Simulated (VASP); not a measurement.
Wanted: the native input for a VASP 6.6.1 run.

```yaml
Task: single point
Functional: r2SCAN
Potentials_or_basis: VASP PAW PBE potentials, release 64 (Pb_d, Se)
Cutoff: 520 eV
k_mesh: 12 × 12 × 12
Occupations: gaussian, width 0.1 eV
Spin: no spin polarisation
Dipole_correction: no
Further_INCAR_settings: ALGO = Normal; EDIFF = 1e-06; NBANDS = 17
```

PbSe:

```
CELL_PARAMETERS angstrom
3.89933 0.00000 0.00000
0.00000 3.89933 0.00000
0.00000 0.00000 3.89933
ATOMIC_POSITIONS crystal
Pb 0.00000 0.00000 0.00000
Se 0.50000 0.50000 0.50000
```

This cell differs from its parent crystal: strained.

One way to write it, as run:

POSCAR

```
PbSe
1.0
    3.8993275456      0.0000000000      0.0000000000
    0.0000000000      3.8993275456      0.0000000000
    0.0000000000      0.0000000000      3.8993275456
Pb Se
1 1
Direct
    0.0000000000      0.0000000000      0.0000000000
    0.5000000000      0.5000000000      0.5000000000
```

INCAR.step1

```
SYSTEM = PbSe
PREC = Accurate
ENCUT = 520
ISMEAR = 0
SIGMA = 0.1
LREAL = .False.
LASPH = .True.
NELM = 80
NBANDS = 17
GGA = PE
ALGO = Normal
EDIFF = 1E-4
LWAVE = .True.
LCHARG = .False.
```

INCAR.step2

```
SYSTEM = PbSe
PREC = Accurate
ENCUT = 520
EDIFF = 1E-6
ISMEAR = 0
SIGMA = 0.1
LREAL = .False.
LASPH = .True.
NELM = 80
ALGO = Normal
ISIF = 2
LWAVE = .False.
LCHARG = .False.
METAGGA = R2SCAN
LMIXTAU = .True.
NBANDS = 17
ISTART = 1
```

KPOINTS

```
Automatic mesh
0
Gamma
  12 12 12
  0 0 0
```

Potentials or basis: VASP PAW PBE potentials, release 64 (Pb_d, Se).

The run is started by

```sh
$ cat potpaw_PBE.64/Pb_d/POTCAR potpaw_PBE.64/Se/POTCAR > POTCAR
$ cp INCAR.step1 INCAR
$ mpirun -np 1 vasp_std > vasp.out
$ cp INCAR.step2 INCAR
$ mpirun -np 1 vasp_std > vasp.out
```

Results of the run:

```json
{"Pressure": "-4.5 GPa", "Band gap on the k mesh": "zero (bands 10 and 11 overlap by 0.19 eV)"}
```

Caveat: the cell differs from its parent crystal (strained); the cell stands under tension; semilocal functionals underestimate gaps, so a narrow gap can read as zero; the PAW data sets were made with another functional, which shifts forces and pressure a little; spin-orbit coupling is left out, which moves the levels of the heavy elements.

Run time: 3.4 min on 1 thread of AMD EPYC 7R13 Processor (Zen 3), with other jobs on the host, peak memory 0.2 GiB.
